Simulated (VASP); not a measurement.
TiSi2: relaxation of cell and atoms with PBE

The system is TiSi2.

```
Ti Si
1.0
     4.01535    0.00000    0.00000
    -2.00767    3.47739    0.00000
     0.00000    0.00000    3.15864
Ti Si
1 2
Direct
  0.00000 0.00000 0.00000
  0.33333 0.66667 0.50000
  0.66667 0.33333 0.50000
```

The cell was generated, and may not be a known phase.

- Program: VASP 6.6.1
- Task: relaxation of cell and atoms
- Functional: PBE
- Potentials or basis: VASP PAW PBE potentials, release 64 (Ti_sv, Si)
- Cutoff: 600 eV
- k mesh: 12 × 12 × 14
- Occupations: gaussian, width 0.1 eV
- Spin: no spin polarisation
- Dipole correction: no
- Further INCAR settings: ALGO = Normal; EDIFF = 1e-06; IBRION = 2; EDIFFG = -0.01; NSW = 100; ISIF = 3

The relaxed volume is 14.16 Å³/atom, the relaxed cell is a = 4.372 Å, b = 4.372 Å, c = 2.566 Å, α = 90.00°, β = 90.00°, γ = 120.00° and the space group after relaxing (to 0.1 Å) is P6/mmm (No. 191). The energy gained by relaxing is 188.6 meV/atom and the ionic steps are 29. The pressure after relaxing is 0.1 GPa and the band gap on the k mesh is zero (bands 10 and 11 overlap by 2.98 eV).

Step by step:
| step | energy change (eV) | largest force (eV/Å) | pressure (GPa) | volume (Å³) |
| --- | --- | --- | --- | --- |
| 1 | 0.0000 | 0.0000 | 1.15 | 44.10 |
| 2 | -0.0012 | 0.0000 | -0.84 | 44.78 |
| 3 | -0.0018 | 0.0000 | -0.13 | 44.53 |
| 4 | -0.0022 | 0.0000 | -0.14 | 44.50 |
| 5 | -0.0032 | 0.0000 | -0.13 | 44.41 |
| 6 | -0.0064 | 0.0000 | -0.07 | 44.22 |
| 7 | -0.0358 | 0.0000 | 0.09 | 43.82 |
| 8 | -0.2402 | 0.0000 | 0.32 | 42.91 |
| 9 | -0.5287 | 0.0000 | 6.41 | 40.64 |
| 10 | -0.5358 | 0.0000 | 4.08 | 41.18 |
| 11 | -0.5401 | 0.0000 | 5.16 | 40.92 |
| 12 | -0.5401 | 0.0000 | 5.15 | 40.92 |
| 13 | -0.5402 | 0.0000 | 5.18 | 40.91 |
| 14 | -0.5403 | 0.0000 | 5.22 | 40.90 |
| 15 | -0.5404 | 0.0000 | 5.23 | 40.91 |
| 16 | -0.5406 | 0.0000 | 5.20 | 40.91 |
| 17 | -0.5411 | 0.0000 | 5.16 | 40.93 |
| 18 | -0.5421 | 0.0000 | 5.03 | 40.96 |
| 19 | -0.5441 | 0.0000 | 4.80 | 41.02 |
| 20 | -0.5477 | 0.0000 | 4.36 | 41.15 |
| 21 | -0.5539 | 0.0000 | 3.48 | 41.40 |
| 22 | -0.5623 | 0.0000 | 1.81 | 41.90 |
| 23 | -0.5641 | 0.0000 | -1.26 | 42.91 |
| 24 | -0.5657 | 0.0000 | -0.13 | 42.51 |
| 25 | -0.5657 | 0.0000 | -0.01 | 42.47 |
| 26 | -0.5658 | 0.0000 | -0.01 | 42.47 |
| 27 | -0.5659 | 0.0000 | 0.01 | 42.47 |
| 28 | -0.5659 | 0.0000 | 0.08 | 42.47 |
| 29 | -0.5659 | 0.0000 | 0.07 | 42.47 |

Final structure:
```cif
data_structure
_symmetry_space_group_name_H-M 'P 1'
_symmetry_Int_Tables_number 1
_cell_length_a 4.3716
_cell_length_b 4.3716
_cell_length_c 2.5659
_cell_angle_alpha 90.000
_cell_angle_beta 90.000
_cell_angle_gamma 120.000
_cell_volume 42.47
loop_
_atom_site_label
_atom_site_type_symbol
_atom_site_fract_x
_atom_site_fract_y
_atom_site_fract_z
_atom_site_occupancy
Ti1 Ti 0.00000 0.00000 0.00000 1
Si1 Si 0.33333 0.66667 0.50000 1
Si2 Si 0.66667 0.33333 0.50000 1
```

Levels at points of the mesh, in eV from the Fermi level:
| k point | band 6 | band 7 | band 8 | band 9 | band 10 | band 11 | band 12 | band 13 | band 14 |
| --- | --- | --- | --- | --- | --- | --- | --- | --- | --- |
| (0.00, 0.00, 0.00) | -5.27 | -5.27 | -5.11 | -1.68 | -1.01 | -1.01 | 2.81 | 2.81 | 3.32 |
| (0.50, 0.00, 0.00) | -10.26 | -5.36 | -4.18 | -0.83 | -0.65 | 2.41 | 2.49 | 2.75 | 3.54 |
| (0.00, 0.00, 0.50) | -7.11 | -2.33 | -2.33 | -0.91 | -0.91 | -0.86 | -0.35 | -0.35 | 1.31 |
| (0.50, 0.00, 0.50) | -5.45 | -5.30 | -4.59 | -3.83 | 0.90 | 1.13 | 1.16 | 1.68 | 2.42 |

Wall time 21 min on 1 thread of Intel(R) Xeon(R) Platinum 8375C CPU @ 2.90GHz (Ice Lake), with other jobs on the host, peak memory 0.27 GiB.

Caveat: a cell axis changed by over 15 % at a fixed basis, so the end point is rough.
